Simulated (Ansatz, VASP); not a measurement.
**NaI in VASP and in Ansatz**

```xyz
2
Lattice="0.0000 3.2364 3.2364 3.2364 0.0000 3.2364 3.2364 3.2364 0.0000" Properties=species:S:1:pos:R:3 pbc="T T T"
Na    0.0000    0.0000    0.0000
I     3.2364    2.9864    3.2364
```

Change from the starting cell: all I atoms moved -0.250 Å, as atom 2 along Cartesian [0 1 0].

Alike in both runs: task single point; functional r2SCAN; k mesh 6 × 6 × 6; occupations gaussian, width 0.05 eV; no spin polarisation.

|  | VASP | Ansatz |
| --- | --- | --- |
| version | VASP 6.6.1 | Ansatz 0.2.0 |
| potentials or method | VASP PAW PBE potentials, release 64 (Na_pv, I), cutoff 520 eV | scalar-relativistic, plane waves, PAW |
| valence electrons in the cell | 14 | 26 |

|  | VASP | Ansatz | Ansatz less VASP |
| --- | --- | --- | --- |
| gap on the k mesh at the Fermi level (eV) | 4.44 | 4.44 | -0.008 |
| least direct gap on the mesh (eV) | 4.44 | 4.44 | -0.008 |
| pressure (GPa) | 0.2 | 0.3 | +0.09 |
| traceless stress, the component that is largest in VASP (GPa) | 0.84 | 0.84 | -0.002 |
| rms of the force components (eV/Å) | 0.168 | 0.168 | +0.0003 |

VASP's potentials were made for PBE, not for r2SCAN. Atom by atom the forces differ by 0.000 eV/Å (rms over components). The functional is the same, so the differences come from potentials, cutoffs and numerics. VASP's potentials hold 14 valence electrons a cell and Ansatz's 26, so a difference there can come from the potentials and not from the codes.

Spin-orbit coupling is off throughout.
